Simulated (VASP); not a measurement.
# Sn (P6_3/mmc) in VASP: notebook, part 2 of 2

VASP 6.6.1. Earlier steps stand in the parts before.

## Step 3: Single point, PBE (12.56 Å³/atom)

INCAR

```
SYSTEM = Sn
PREC = Accurate
ENCUT = 520
EDIFF = 1E-7
ISMEAR = -1
SIGMA = 0.1
LREAL = .False.
LASPH = .True.
NELM = 60
ALGO = Normal
ISIF = 2
LWAVE = .False.
LCHARG = .True.
GGA = PE
LELF = .True.
LVHAR = .True.
NBANDS = 36
```

KPOINTS

```
Automatic mesh
0
Gamma
  12 12 3
  0 0 0
```

POSCAR

```
Sn
1.0
    2.6042342145      0.0000000000      0.0000000000
   -1.3021171073      2.2553329871      0.0000000000
    0.0000000000      0.0000000000      8.5547639478
Sn
4
Direct
    0.0000000000      0.0000000000      0.0000000000
    0.0000000000      0.0000000000      0.5000000000
    0.3333333333      0.6666666667      0.2500000000
    0.6666666667      0.3333333333      0.7500000000
```

Potentials or basis: VASP PAW PBE potentials, release 64 (Sn_d).

Started as:

```sh
$ cat potpaw_PBE.64/Sn_d/POTCAR > POTCAR
$ mpirun -np 1 vasp_std > vasp.out
```

OUTCAR:

```text
SYSTEM = Sn
   PREC = Accurate
   ENCUT = 520
   EDIFF = 1E-7
   ISMEAR = -1
   LREAL = .False.
   LASPH = .True.
   NELM = 60
   ISIF = 2
   GGA = PE

 ion  position               nearest neighbor table
   1  0.000  0.000  0.000-   3 2.61   4 2.61   3 2.61   4 2.61   4 2.61   3 2.61   4 3.69   3 3.69
                             3 3.69   4 3.69   3 3.69   4 3.69
   2  0.000  0.000  0.500-   3 2.61   4 2.61   3 2.61   4 2.61   4 2.61   3 2.61   4 3.69   3 3.69
                             3 3.69   4 3.69   3 3.69   4 3.69
   3  0.333  0.667  0.250-   1 2.61   2 2.61   1 2.61   2 2.61   1 2.61   2 2.61   1 3.69   2 3.69
                             1 3.69   2 3.69   1 3.69   2 3.69
   4  0.667  0.333  0.750-   1 2.61   2 2.61   1 2.61   2 2.61   1 2.61   2 2.61   1 3.69   2 3.69
                             1 3.69   2 3.69   1 3.69   2 3.69

  LATTYP: Found a hexagonal cell.
 ALAT       =     2.6042342145
 C/A-ratio  =     3.2849441499

  Lattice vectors:

 A1 = (   2.6042342145,   0.0000000000,   0.0000000000)
 A2 = (  -1.3021171073,   2.2553329871,   0.0000000000)
 A3 = (   0.0000000000,   0.0000000000,   8.5547639478)

Analysis of symmetry for initial positions (statically):
=====================================================================
 Subroutine PRICEL returns:
 Original cell was already a primitive cell.

 Routine SETGRP: Setting up the symmetry group for a
 hexagonal supercell.

 Subroutine GETGRP returns: Found 24 space group operations
 (whereof 12 operations were pure point group operations)
 out of a pool of 24 trial point group operations.

The static configuration has the point symmetry D_3d.
 The point group associated with its full space group is D_6h.

Analysis of symmetry for dynamics (positions and initial velocities):
=====================================================================
 Subroutine PRICEL returns:
 Original cell was already a primitive cell.

 Routine SETGRP: Setting up the symmetry group for a
 hexagonal supercell.

 Subroutine GETGRP returns: Found 24 space group operations
 (whereof 12 operations were pure point group operations)
 out of a pool of 24 trial point group operations.

The dynamic configuration has the point symmetry D_3d.
 The point group associated with its full space group is D_6h.

 Subroutine INISYM returns: Found 24 space group operations
 (whereof 12 operations are pure point group operations),
 and found     1 'primitive' translations

----------------------------------------------------------------------------------------

                                     Primitive cell

  volume of cell :      50.2457

  direct lattice vectors                    reciprocal lattice vectors
     2.604234214  0.000000000  0.000000000     0.383990040  0.221696753  0.000000000
    -1.302117107  2.255332987  0.000000000     0.000000000  0.443393506  0.000000000
     0.000000000  0.000000000  8.554763948     0.000000000  0.000000000  0.116893933

  length of vectors
     2.604234214  2.604234214  8.554763948     0.443393506  0.443393506  0.116893933

  position of ions in fractional coordinates (direct lattice)
     0.000000000  0.000000000  0.000000000
     0.000000000  0.000000000  0.500000000
     0.333333333  0.666666667  0.250000000
     0.666666667  0.333333333  0.750000000

  ion indices of the primitive-cell ions
   primitive index   ion index
                 1           1
                 2           2
                 3           3
                 4           4
[... 21 lines left out ...]

 Subroutine IBZKPT returns following result:
 ===========================================

 Found     38 irreducible k-points:

 Following reciprocal coordinates:
            Coordinates               Weight
  0.000000  0.000000  0.000000      1.000000
  0.083333 -0.000000  0.000000      6.000000
  0.166667 -0.000000  0.000000      6.000000
  0.250000 -0.000000  0.000000      6.000000
  0.333333 -0.000000  0.000000      6.000000
  0.416667 -0.000000  0.000000      6.000000
[... 16 lines left out ...]
  0.250000 -0.000000  0.333333     12.000000
  0.333333 -0.000000  0.333333     12.000000
 [... further k-points ...]
   k-points           NKPTS =     38   k-points in BZ     NKDIM =     38   number of bands    NBANDS=     36
   number of dos      NEDOS =    301   number of ions     NIONS =      4
   total plane-waves  NPLWV =  25600
   dimension x,y,z NGX =    20 NGY =   20 NGZ =   64
   dimension x,y,z NGXF=    40 NGYF=   40 NGZF=  128
   ions per type =               4
   NGX,Y,Z   is equivalent  to a cutoff of  12.77, 12.77, 12.44 a.u.
   NGXF,Y,Z  is equivalent  to a cutoff of  25.53, 25.53, 24.87 a.u.
 SYSTEM =  Sn
   PREC   = accura    normal or accurate (medium, high low for compatibility)
   ISTART =      0    job   : 0-new  1-cont  2-samecut
   ICHARG =      2    charge: 1-file 2-atom 10-const
   ISPIN  =      1    spin polarized calculation?
   LNONCOLLINEAR =      F non collinear calculations
   LSORBIT =      F    spin-orbit coupling
   LASPH  =      T    aspherical Exc in radial PAW
   ENCUT  =  520.0 eV  38.22 Ry    6.18 a.u.   4.84  4.84 15.91*2*pi/ulx,y,z
   NELM   =     60;   NELMIN=  2; NELMDL= -5     # of ELM steps
   EDIFF  = 0.1E-06   stopping-criterion for ELM
   LREAL  =      F    real-space projection
   EDIFFG = 0.1E-05   stopping-criterion for IOM
   NSW    =      0    number of steps for IOM
   IBRION =     -1    ionic relax: 0-MD 1-quasi-New 2-CG
   NFREE  =      0    steps in history (QN), initial steepest desc. (CG)
   ISIF   =      2    stress and relaxation
   ISYM   =      2    0-nonsym 1-usesym 2-fastsym
   POTIM  = 0.5000    time-step for ionic-motion
   TEBEG  =    0.0;   TEEND  =   0.0 temperature during run
   PSTRESS=    0.0 pullay stress
   NELECT =      56.0000    total number of electrons
   NUPDOWN=      -1.0000    fix difference up-down
   EMIN   =  10.00;   EMAX   =-10.00  energy-range for DOS
   EFERMI =   0.00;   METHOD = LEGACY
   ISMEAR =    -1;   SIGMA  =   0.10  broadening in eV -4-tet -1-fermi 0-gaus
   EFERMI_NEDOS =   21; number of points for ismear=-14 and -15
   IALGO  =     38    algorithm
   IMIX   =      4    mixing-type and parameters
     AMIX     =   0.40;   BMIX     =  1.00
     AMIX_MAG =   1.60;   BMIX_MAG =  1.00
  volume/ion in A,a.u.               =      12.56        84.77
  Fermi-wavevector in a.u.,A,eV,Ry     =   1.697349  3.207525 39.198318  2.880995
  Thomas-Fermi vector in A             =   2.778047
   LORBIT       =      0    0 simple, 1 ext, 2 COOP (PROOUT), +10 PAW based schemes
   GGA     = PE    functional components
   LHFCALC =     F    Hartree Fock is set to
   AEXX    =    0.0000 exact exchange contribution
   IVDW    =     0    specifies the selected vdW correction
   LEPSILON=     F    determine dielectric tensor
   LRPA    =     F    only Hartree local field effects (RPA)
 non-spin polarized calculation
  energy-cutoff  :      520.00
  volume of cell :       50.25
 maximum number of plane-waves:      1377
 NGX is ok and might be reduce to    20
   NGX =  9   NGY =  9   NGZ = 31

 number of electron      56.0000030 magnetization

 Free energy of the ion-electron system (eV)
  ---------------------------------------------------
  ext. energy  EPLUGINS =         0.00000000
  ---------------------------------------------------
  free energy    TOTEN  =         7.44488102 eV

  energy without entropy =        7.48746079  energy(sigma->0) =        7.46617091

 E-fermi :  22.4879     XC(G=0): -14.5694

 val. band max:       22.4135851846   @ k =   0.4167   0.0833   0.0000
 cond. band min:      22.5121871973   @ k =   0.2500  -0.0000   0.3333
 fundamental gap:      0.0986020128
 Fermi energy:        22.4879281796

 k-point     1 :       0.0000    0.0000    0.0000
  band No.  band energies     occupation
      1      -2.0253      2.00000
      2      -1.7251      2.00000
      3      -1.7202      2.00000
      4      -1.5069      2.00000
      5      -1.4868      2.00000
      6      -1.4868      2.00000
[... 925 lines left out ...]
     35      31.1589      0.00000
     36      31.3180      0.00000

 [... further k-points ...]
[... 5 lines left out ...]
  --------------------------------------------------------------------------------------
  -------------------------------------------------------------------------------------
  Total       79.8920027     79.8920027     79.9012888     -0.0000000      0.0000000     -0.0000000
  in kB     2547.5056019   2547.5056017   2547.8017053     -0.0000001      0.0000000     -0.0000000
  external PRESSURE =    2547.6043030 kB  Pullay stress =       0.0000000 kB

 VOLUME and BASIS-vectors are now :
 -----------------------------------------------------------------------------
  energy-cutoff  :      520.00
  volume of cell :       50.25
      direct lattice vectors                 reciprocal lattice vectors
     2.604234214  0.000000000  0.000000000     0.383990040  0.221696753  0.000000000
    -1.302117107  2.255332987  0.000000000     0.000000000  0.443393506  0.000000000
     0.000000000  0.000000000  8.554763948     0.000000000  0.000000000  0.116893933

 POSITION                                       TOTAL-FORCE (eV/Angst)
 -----------------------------------------------------------------------------------
      0.00000      0.00000      0.00000         0.000000      0.000000      0.000000
      0.00000      0.00000      4.27738         0.000000      0.000000      0.000000
     -0.00000      1.50356      2.13869         0.000000      0.000000     -0.000000
      1.30212      0.75178      6.41607        -0.000000     -0.000000      0.000000
 -----------------------------------------------------------------------------------
    total drift:                                0.000000     -0.000000      0.000000

  FREE ENERGIE OF THE ION-ELECTRON SYSTEM (eV)
  ---------------------------------------------------
  free  energy   TOTEN  =         7.4448810231 eV

  energy  without entropy=        7.4874607948  energy(sigma->0) =        7.46617091
```

stdout:

```text
POSCAR found type information on POSCAR Sn
 POSCAR found :  1 types and       4 ions
 scaLAPACK will be used
 LDA part: xc-table for (Slater+PW92), standard interpolation
 POSCAR, INCAR and KPOINTS ok, starting setup
 FFT: planning ... GRIDC
 FFT: planning ... GRID_SOFT
 FFT: planning ... GRID
 WAVECAR not read
 entering main loop
```

Wall time 87 s (1 thread of Intel Xeon 8259CL, shared host); peak memory 0.19 GiB.

What came out:

- Free energy: 7.4449 eV
- Pressure: 254.8 GPa
- Band gap on the k mesh: zero (bands 28 and 29 overlap by 13.65 eV)

Caveat: the cell stands under pressure; spin-orbit coupling is left out, which moves the levels of the heavy elements.

## Step 4: Single point, PBE

This run uses another cell than the first one, of 16.75 Å³/atom.

INCAR

```
SYSTEM = Sn
PREC = Accurate ; ENCUT = 520
EDIFF = 1E-7 ; ISMEAR = -1
SIGMA = 0.1 ; LREAL = .False.
LASPH = .True. ; NELM = 60
ALGO = Normal ; ISIF = 2
LWAVE = .False. ; LCHARG = .False.
GGA = PE ; NBANDS = 36
```

KPOINTS is that of step 3.

POSCAR

```
Sn
1.0
    2.8736409741      0.0000000000      0.0000000000
   -1.4368204870      2.4886460849      0.0000000000
    0.0000000000      0.0000000000      9.3678910881
Sn
4
Direct
    0.0000000000      0.0000000000      0.0000000000
    0.0000000000      0.0000000000      0.5000000000
    0.3333333333      0.6666666667      0.2500000000
    0.6666666667      0.3333333333      0.7500000000
```

Started as:

```sh
$ cat potpaw_PBE.64/Sn_d/POTCAR > POTCAR
$ mpirun -np 1 vasp_std > vasp.out
```

Run time: 2.4 min. Hardware: 1 thread of Intel Xeon 8259CL, shared host; peak memory 0.22 GiB.

The run converged. Its results:

- Free energy: -8.2652 eV
- Pressure: 81.1 GPa
- Band gap on the k mesh: zero (bands 28 and 29 overlap by 13.13 eV)

Stress tensor (GPa, compression positive):
```
81.11  0.00  0.00
 0.00 81.11  0.00
 0.00  0.00 81.03
```

Levels at points of the mesh, in eV from the Fermi level:
| k point | band 25 | band 26 | band 27 | band 28 | band 29 | band 30 | band 31 | band 32 |
| --- | --- | --- | --- | --- | --- | --- | --- | --- |
| (0.00, 0.00, 0.00) | -7.84 | 1.61 | 1.61 | 8.80 | 8.80 | 9.85 | 10.03 | 10.03 |
| (0.50, 0.00, 0.00) | -6.74 | -6.37 | -1.97 | -1.54 | -1.27 | 0.08 | 2.39 | 4.68 |

Caveat: the cell stands under pressure; spin-orbit coupling is left out, which moves the levels of the heavy elements.
